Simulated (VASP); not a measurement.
Input of a VASP 6.6.1 run:

File INCAR:

```
ALGO = Normal
EDIFF = 1E-6
ENCUT = 520
GGA = PE
ISIF = 2
ISMEAR = 0
LASPH = True
LCHARG = True
LELF = True
LREAL = Auto
LUSENCCL = False
LVHAR = True
LWAVE = False
NBANDS = 222
NELM = 60
PREC = Accurate
SIGMA = 0.05
```

KPOINTS

```
k-points
0
Gamma
  2 2 2
```

POSCAR

```
TaN
1.0
   -4.5750000000      2.6413770000      4.9400000000
    4.5750000000     -2.6413770000      4.9400000000
    4.5750000000      7.9241320000     -4.9400000000
Ta N
24 24
Direct
    0.1666660000      0.0000000000      0.1666670000
    0.6666660000      0.5000000000      0.1666670000
    0.5000000000      0.8333340000      0.3333330000
    0.0000000000      0.3333340000      0.3333330000
    0.8333330000      0.6666670000      0.5000000000
    0.3333330000      0.1666670000      0.5000000000
    0.1666660000      0.5000000000      0.6666670000
    0.6666660000      0.0000000000      0.6666670000
    0.5000000000      0.3333340000      0.8333330000
    0.0000000000      0.8333340000      0.8333330000
    0.8333330000      0.1666670000      0.0000000000
    0.3333330000      0.6666670000      0.0000000000
    0.2500000000      0.4166660000      0.1666670000
    0.7500000000      0.9166660000      0.1666670000
    0.5833340000      0.2500000000      0.3333330000
    0.0833340000      0.7500000000      0.3333330000
    0.9166670000      0.0833330000      0.5000000000
    0.4166670000      0.5833330000      0.5000000000
    0.2500000000      0.9166660000      0.6666670000
    0.7500000000      0.4166660000      0.6666670000
    0.5833340000      0.7500000000      0.8333330000
    0.0833340000      0.2500000000      0.8333330000
    0.9166670000      0.5833330000      0.0000000000
    0.4166670000      0.0833330000      0.0000000000
    0.3591660000      0.1925000000      0.1666670000
    0.8591660000      0.6925000000      0.1666670000
    0.6925000000      0.0258340000      0.3333330000
    0.1925000000      0.5258340000      0.3333330000
    0.0258330000      0.8591670000      0.5000000000
    0.5258330000      0.3591670000      0.5000000000
    0.3591660000      0.6925000000      0.6666670000
    0.8591660000      0.1925000000      0.6666670000
    0.6925000000      0.5258340000      0.8333330000
    0.1925000000      0.0258340000      0.8333330000
    0.0258330000      0.3591670000      0.0000000000
    0.5258330000      0.8591670000      0.0000000000
    0.4425000000      0.6091660000      0.1666670000
    0.9425000000      0.1091660000      0.1666670000
    0.7758340000      0.4425000000      0.3333330000
    0.2758340000      0.9425000000      0.3333330000
    0.1091670000      0.2758330000      0.5000000000
    0.6091670000      0.7758330000      0.5000000000
    0.4425000000      0.1091660000      0.6666670000
    0.9425000000      0.6091660000      0.6666670000
    0.7758340000      0.9425000000      0.8333330000
    0.2758340000      0.4425000000      0.8333330000
    0.1091670000      0.7758330000      0.0000000000
    0.6091670000      0.2758330000      0.0000000000
```

Potentials or basis: VASP PAW PBE potentials, release 64 (Ta_pv, N).

Command:

```console
$ cat potpaw_PBE.64/Ta_pv/POTCAR potpaw_PBE.64/N/POTCAR > POTCAR
$ mpirun -np 1 vasp_std > vasp.out
```

Q: Predict the pressure.

A: 140.6 GPa.

Q: Estimate the band gap on the k mesh.

A: Zero (band 192 reaches 10.14 eV, above the bottom of band 193 at 9.57 eV).

Stress tensor (GPa, compression positive):
```
149.03   0.57   0.00
  0.57 149.69   0.00
  0.00   0.00 123.01
```

Caveat: the k points lie up to 0.47 Å⁻¹ apart; spin-orbit coupling is left out, which moves the levels of the heavy elements; forces of over 1 eV/Å act on the atoms, so gaps and moduli don't describe the material at rest.
